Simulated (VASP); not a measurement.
AlRu, 2 atoms in the cell. Symmetry: P4/mmm, No. 123, tetragonal system. Conventional cell: a = 3.066 Å, b = 3.066 Å, c = 2.900 Å, α = 90.00°, β = 90.00°, γ = 90.00°. Within 3.4 Å of Al (site symmetry 4/mmm) lie 8 Ru at 2.61 Å and 6 Al at 2.90 to 3.07 Å. Within 3.4 Å of Ru (site symmetry 4/mmm) lie 8 Al at 2.61 Å and 6 Ru at 2.90 to 3.07 Å.  This cell differs from its parent crystal: biaxial strain in the a-b plane: +3.0 %, then relaxed in part.

```yaml
Program: VASP 6.6.1
Task: single point
Functional: PBEsol
Potentials_or_basis: VASP PAW PBE potentials, release 64 (Al, Ru_pv)
Cutoff: 520 eV
k_mesh: 18 × 18 × 18
Occupations: gaussian, width 0.1 eV
Spin: no spin polarisation
Dipole_correction: no
Further_INCAR_settings: ALGO = Fast; EDIFF = 1e-06; NBANDS = 16
```

Potentials or basis: VASP PAW PBE potentials, release 64 (Al, Ru_pv).

Run with:

```console
$ cat potpaw_PBE.64/Al/POTCAR potpaw_PBE.64/Ru_pv/POTCAR > POTCAR
$ mpirun -np 1 vasp_std > vasp.out
```

Hardware: 1 thread of Intel(R) Xeon(R) 6975P-C (Granite Rapids), on a shared host.

Estimate the wall time of this run.

Run time: 51 s on 1 thread of Intel(R) Xeon(R) 6975P-C (Granite Rapids), with other jobs on the host, peak memory 0.33 GiB. Counts: scf iterations 13, k points 550.
